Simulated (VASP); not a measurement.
The system is SnO2.

```
Sn O
1.0
     4.78800    0.00000    0.00000
     0.00000    4.86658    0.00000
     0.00000    0.00000    3.24090
Sn O
2 4
Cartesian
  0.0000 0.0000 0.0000
  2.3940 2.4333 1.6204
  3.3906 3.3042 0.0000
  0.9966 3.9957 1.6204
  3.7914 0.8709 1.6204
  1.3974 1.5624 0.0000
```

| Item | Value |
| --- | --- |
| Program | VASP 6.6.1 |
| Task | relaxation of cell and atoms |
| Functional | PBE |
| Potentials or basis | VASP PAW PBE potentials, release 64 (Sn_d, O) |
| Cutoff | 600 eV |
| k mesh | 5 × 5 × 6 |
| Occupations | fermi-dirac, width 0.05 eV |
| Spin | no spin polarisation |

At the start: pressure -0.1 GPa; volume 12.59 Å³/atom.

**Question.** Where does the relaxation end?

**Answer.** Over 16 steps the energy falls by 2.1 meV/atom and the volume is 12.61 Å³/atom (+0.2 %); space group Pnnm (No. 58, to 0.1 Å) before, P4_2/mnm (No. 136, to 0.1 Å).

The path:
```tsv
step	energy change (eV)	largest force (eV/Å)	pressure (GPa)	volume (Å³)
1	0.0000	0.0657	-0.12	75.52
2	-0.0008	0.0617	0.15	75.41
3	-0.0017	0.0569	0.63	75.23
4	-0.0013	0.0517	1.62	74.86
5	-0.0019	0.0546	1.00	75.09
6	-0.0021	0.0542	0.98	75.10
7	-0.0027	0.0512	0.93	75.12
8	-0.0038	0.0469	0.88	75.15
9	-0.0058	0.0429	0.74	75.22
10	-0.0089	0.0469	0.45	75.36
11	-0.0112	0.0823	-0.19	75.64
12	-0.0121	0.0336	0.01	75.59
13	-0.0123	0.0036	0.15	75.56
14	-0.0124	0.0033	-0.06	75.64
15	-0.0124	0.0038	-0.14	75.68
16	-0.0125	0.0074	-0.03	75.65
```

Final structure:
```
Sn O
1.0
     4.83522    0.00000    0.00000
     0.00000    4.82540    0.00000
     0.00000    0.00000    3.24221
Sn O
2 4
Direct
  0.00000 0.00000 0.00000
  0.50000 0.50000 0.50000
  0.69302 0.69380 0.00000
  0.19302 0.80620 0.50000
  0.80698 0.19380 0.50000
  0.30698 0.30620 0.00000
```
